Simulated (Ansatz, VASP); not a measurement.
# One calculation of PtSe2, two programs

Contents of POSCAR:

```
PtSe2
1.0
    3.6990059583      0.0000000000      0.0000000000
   -1.8495029792      3.2034331287      0.0000000000
    0.0000000000      0.0000000000      5.0280258220
Pt Se
1 2
Direct
    0.0000000000      0.0000000000      0.0000000000
    0.6666666667      0.3333333333      0.7500000000
    0.3333333333      0.6666666667      0.2500000000
```

File INCAR.step1:

```
PREC = Accurate
ENCUT = 520
ISMEAR = -1
SIGMA = 0.05
LREAL = False
LASPH = True
NELM = 80
NBANDS = 18
GGA = PE
ALGO = Normal
EDIFF = 1E-4
LWAVE = True
LCHARG = False
```

File INCAR.step2:

```
PREC = Accurate
ENCUT = 520
EDIFF = 1E-6
ISMEAR = -1
SIGMA = 0.05
LREAL = False
LASPH = True
NELM = 80
ALGO = Normal
ISIF = 2
LWAVE = False
LCHARG = False
METAGGA = R2SCAN
LMIXTAU = True
LUSE_VDW = True
IVDW_NL = 2
BPARAM = 11.95
CPARAM = 0.0093
NBANDS = 18
ISTART = 1
```

KPOINTS

```
regular mesh
0
Gamma
  8 8 5
```

File input.yaml:

```yaml
crystal:
  lattice:
    - [3.6990059583, 0.0, 0.0]
    - [-1.8495029792, 3.2034331287, 0.0]
    - [0.0, 0.0, 5.028025822]
  atoms:
    - { symbol: Pt, position: [0.0, 0.0, 0.0] }
    - { symbol: Se, position: [0.6666666667, 0.3333333333, 0.75] }
    - { symbol: Se, position: [0.3333333333, 0.6666666667, 0.25] }
hamiltonian:
  xc: r2scan
  pseudopotentials: { kind: paw }
  dispersion: rvv10
kpoints:
  mp_grid: { grid: [8, 8, 5] }
scf:
  occupations: { method: fermi_dirac, width: 0.05 }
output:
  forces: true
  stress: true
  eigenvalues: true
```

Alike in both runs: task single point; functional r2SCAN; dispersion rVV10; k mesh 8 × 8 × 5; occupations fermi-dirac, width 0.05 eV; no spin polarisation.

|  | VASP | Ansatz |
| --- | --- | --- |
| version | VASP 6.6.1 | Ansatz 0.2.0 |
| potentials or method | VASP PAW PBE potentials, release 64 (Pt, Se) | Ansatz PAW |
| plane-wave cutoff (eV) | 520 | 500 |
| valence electrons in the cell | 22 | 50 |

|  | VASP | Ansatz | Ansatz less VASP |
| --- | --- | --- | --- |
| gap on the k mesh at the Fermi level (eV) | none | none | - |
| pressure (GPa) | 7.1 | 6.5 | -0.57 |
| traceless stress, the component that is largest in VASP (GPa) | -0.80 | -0.66 | +0.142 |
| rms of the force components (eV/Å) | 0.337 | 0.316 | -0.0215 |

VASP's potentials were made for PBE, not for r2SCAN. Atom by atom the forces differ by 0.021 eV/Å (rms over components). A gap of «none» marks a metal or a gap that the smearing closes. VASP's potentials hold 22 valence electrons a cell and Ansatz's 50, so a difference there can come from the potentials and not from the codes.

Neither program's run includes spin-orbit coupling.
